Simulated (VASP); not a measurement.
Set up this calculation in VASP 6.6.1, as the native input.

| Item | Value |
| --- | --- |
| Task | electric field gradients |
| Functional | r2SCAN |
| Potentials or basis | VASP PAW PBE potentials, release 64 (Zn) |
| Cutoff | 520 eV |
| k mesh | 14 × 14 × 7 |
| Occupations | fermi-dirac, width 0.05 eV |
| Spin | no spin polarisation |
| Dipole correction | no |
| Further INCAR settings | ALGO = Normal; EDIFF = 1e-08; NBANDS = 19 |

The system is Zn.

```xyz
2
Lattice="2.6648 0.0000 0.0000 -1.3324 2.3078 0.0000 0.0000 0.0000 4.9467" Properties=species:S:1:pos:R:3 pbc="T T T"
Zn    0.0000    1.5385    1.2367
Zn    1.3324    0.7693    3.7100
```

The input as run:

POSCAR

```
Zn
1.0
    2.6647980532      0.0000000000      0.0000000000
   -1.3323990266      2.3077828100      0.0000000000
    0.0000000000      0.0000000000      4.9467000000
Zn
2
Direct
    0.3333333333      0.6666666667      0.2500000000
    0.6666666667      0.3333333333      0.7500000000
```

INCAR.step1

```
SYSTEM = Zn
PREC = Accurate
ENCUT = 520
ISMEAR = -1
SIGMA = 0.05
LREAL = .FALSE.
LASPH = .TRUE.
NELM = 80
NBANDS = 19
GGA = PE
ALGO = Normal
EDIFF = 1E-4
LWAVE = .TRUE.
LCHARG = .FALSE.
```

INCAR.step2

```
SYSTEM = Zn
PREC = Accurate
ENCUT = 520
EDIFF = 1E-8
ISMEAR = -1
SIGMA = 0.05
LREAL = .FALSE.
LASPH = .TRUE.
NELM = 80
ALGO = Normal
ISIF = 2
LWAVE = .FALSE.
LCHARG = .FALSE.
METAGGA = R2SCAN
LMIXTAU = .TRUE.
LEFG = .TRUE.
NBANDS = 19
ISTART = 1
```

KPOINTS

```
Automatic mesh
0
G
  14 14 7
  0 0 0
```

Potentials or basis: VASP PAW PBE potentials, release 64 (Zn).

The run is started by

```console
$ cat potpaw_PBE.64/Zn/POTCAR > POTCAR
$ cp INCAR.step1 INCAR
$ mpirun -np 1 vasp_std > vasp.out
$ cp INCAR.step2 INCAR
$ mpirun -np 1 vasp_std > vasp.out
```

Results of the run:

```json
{
 "Pressure": "-4.1 GPa",
 "Band gap on the k mesh": "zero (bands 12 and 13 overlap by 4.59 eV)",
 "Largest electric field gradient by atom": "Zn +41.7 V/Å²"
}
```

Caveat: the cell stands under tension; without QUAD_EFG the Cq values of the log hold for a quadrupole moment of 1 mb, not for the nuclei; the PAW data sets were made with another functional, which shifts forces and pressure a little.

Wall time 3.9 min on 1 thread of Intel Xeon 8259CL (shared host), peak memory 0.18 GiB.
